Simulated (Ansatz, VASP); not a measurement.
**One calculation of RbCdCO3F, two programs**

The input INCAR:

```
SYSTEM = RbCdCO3F
ALGO     = Normal         ! electronic algorithm
EDIFF    = 1E-6           ! SCF threshold, eV
EDIFFG   = -0.005         ! ionic threshold
ENCUT    = 600            ! plane-wave cutoff, eV
GGA      = PE             ! functional
IBRION   = 2              ! ionic algorithm
ISIF     = 3              ! what is computed and relaxed
ISMEAR   = 0              ! smearing method
LASPH    = .True.         ! aspherical terms in the spheres
LCHARG   = .False.        ! write CHGCAR
LREAL    = .False.        ! projectors in reciprocal space
LWAVE    = .False.        ! write WAVECAR
NELM     = 60             ! most SCF steps
NSW      = 100            ! ionic steps
PREC     = Accurate       ! precision mode
SIGMA    = 0.02           ! smearing width, eV
```

File KPOINTS:

```
k-points
0
Gamma
  6 6 6
  0 0 0
```

File POSCAR:

```
RbCdCO3F
1.0
    5.1958175382      0.0000000000      0.0000000000
   -2.5979087691      4.4997099815      0.0000000000
    0.0000000000      0.0000000000      4.6169554150
Rb Cd C O F
1 1 1 3 1
Direct
    0.0000000000      0.0000000000      0.0000000000
    0.6666666667      0.3333333333      0.5000000000
    0.3333333333      0.6666666667      0.5000000000
    0.1896792471      0.3793584941      0.5000000000
    0.1896792471      0.8103207529      0.5000000000
    0.6206415059      0.8103207529      0.5000000000
    0.6666666667      0.3333333333      0.0000000000
```

Input for Ansatz:

```yaml
crystal:
  lattice:
    - [5.1958175382, 0.0, 0.0]
    - [-2.5979087691, 4.4997099815, 0.0]
    - [0.0, 0.0, 4.616955415]
  atoms:
    - { symbol: Rb, position: [0.0, 0.0, 0.0] }
    - { symbol: Cd, position: [0.6666666667, 0.3333333333, 0.5] }
    - { symbol: C, position: [0.3333333333, 0.6666666667, 0.5] }
    - { symbol: O, position: [0.1896792471, 0.3793584941, 0.5] }
    - { symbol: O, position: [0.1896792471, 0.8103207529, 0.5] }
    - { symbol: O, position: [0.6206415059, 0.8103207529, 0.5] }
    - { symbol: F, position: [0.6666666667, 0.3333333333, 0.0] }
basis:
  ecutwfc: 420
kpoints:
  mp_grid: { grid: [6, 6, 6] }
hamiltonian:
  xc: pbe
scf:
  occupations: { method: gaussian, width: 0.02 }
output:
  forces: true
  stress: true
  eigenvalues: true
  write_density: true
  write_potential: true
  elf: true
  volumetric_format: npy
relax:
  adjacent_minimum: "off"
  f_tol: 0.005
  max_steps: 80
  cell: { stress_tol: 0.05 }
```

Alike in both runs: task relaxation of cell and atoms; functional PBE; k mesh 6 × 6 × 6; occupations gaussian, width 0.02 eV; no spin polarisation.

|  | VASP | Ansatz |
| --- | --- | --- |
| version | VASP 6.6.1 | Ansatz 0.2.0 |
| potentials or method | VASP PAW PBE potentials, release 64 (Rb_sv, Cd, C, O, F), cutoff 600 eV | scalar-relativistic, plane waves, PAW |
| valence electrons in the cell | 50 | 58 |

Ansatz gave:

| Item | Value |
| --- | --- |
| gap on the k mesh at the Fermi level, each at its own relaxed structure (eV) | 1.55 |
| relaxed volume (Å³/atom) | 15.33 |
| relaxed cell length with the largest relative difference (Å) | 4.626 |

Problem. What did VASP give for the same quantities?

Solution. gap on the k mesh at the Fermi level, each at its own relaxed structure (eV): 1.54; relaxed volume (Å³/atom): 15.34; relaxed cell length with the largest relative difference (Å): 4.632.

VASP's potentials hold 50 valence electrons a cell and Ansatz's 58, so a difference there can come from the potentials and not from the codes.
